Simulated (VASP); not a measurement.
A run of VASP 6.6.1:

The input INCAR:

```
SYSTEM = AlSiB
PREC = Accurate
ENCUT = 520
EDIFF = 1E-7
ISMEAR = 0
SIGMA = 0.1
LREAL = .FALSE.
LASPH = .TRUE.
NELM = 100
ALGO = Normal
ISIF = 2
LWAVE = .FALSE.
LCHARG = .TRUE.
GGA = PE
LELF = .TRUE.
LVHAR = .TRUE.
NBANDS = 12
```

File KPOINTS:

```
Automatic mesh
0
G
  12 12 18
  0 0 0
```

The input POSCAR:

```
AlSiB
1.0
    4.2593895035      0.0000000000      0.0000000000
   -2.1296947518      3.6887395147      0.0000000000
    0.0000000000      0.0000000000      2.6074064284
Al Si B
1 1 1
Direct
    0.0000000000      0.0000000000      0.5000000000
    0.6666666667      0.3333333333      0.5000000000
    0.3333333333      0.6666666667      0.0000000000
```

Potentials or basis: VASP PAW PBE potentials, release 64 (Al, Si, B).

Run with:

```console
$ cat potpaw_PBE.64/Al/POTCAR potpaw_PBE.64/Si/POTCAR potpaw_PBE.64/B/POTCAR > POTCAR
$ mpirun -np 1 vasp_std > vasp.out
```

Hardware: 1 thread of Intel(R) Xeon(R) Platinum 8259CL CPU @ 2.50GHz (Skylake/Cascade Lake), on a shared host.

Q: Estimate the wall time of this run.

A: Run time: 37 s on 1 thread of Intel(R) Xeon(R) Platinum 8259CL CPU @ 2.50GHz (Skylake/Cascade Lake), with other jobs on the host, peak memory 0.23 GiB. Counts: scf iterations 13, k points 190.
